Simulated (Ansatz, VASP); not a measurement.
**Zr3O: VASP beside Ansatz**

```
CELL_PARAMETERS angstrom
5.58429 0.00000 0.00000
-2.79214 4.83613 0.00000
0.00000 0.00000 5.15575
ATOMIC_POSITIONS crystal
Zr 0.33276 0.00000 0.00000
Zr 0.33276 0.33276 0.50000
Zr 0.00000 0.33276 0.00000
Zr 0.66724 0.00000 0.50000
Zr 0.66724 0.66724 0.00000
Zr 0.00000 0.66724 0.50000
O 0.33333 0.66667 0.25000
O 0.66667 0.33333 0.75000
```

Alike in both runs: task single point; functional PBEsol; k mesh 9 × 9 × 8; occupations gaussian, width 0.15 eV; no spin polarisation.

|  | VASP | Ansatz |
| --- | --- | --- |
| version | VASP 6.6.1 | Ansatz 0.2.0 |
| potentials or method | VASP PAW PBE potentials, release 64 (Zr_sv, O), cutoff 520 eV | scalar-relativistic, plane waves, PAW |
| valence electrons in the cell | 84 | 84 |

Ansatz gave:

* gap on the k mesh at the Fermi level (eV): none
* pressure (GPa): -0.8
* traceless stress, the component that is largest in VASP (GPa): 0.40
* rms of the force components (eV/Å): 0.297

Q: Estimate VASP's values.

A: gap on the k mesh at the Fermi level (eV): none; pressure (GPa): -0.6; traceless stress, the component that is largest in VASP (GPa): 0.41; rms of the force components (eV/Å): 0.291.

VASP's potentials were made for PBE, not for PBEsol, and Ansatz warns of the same on its side. Atom by atom the forces differ by 0.006 eV/Å (rms over components). A gap of «none» marks a metal or a gap that the smearing closes.
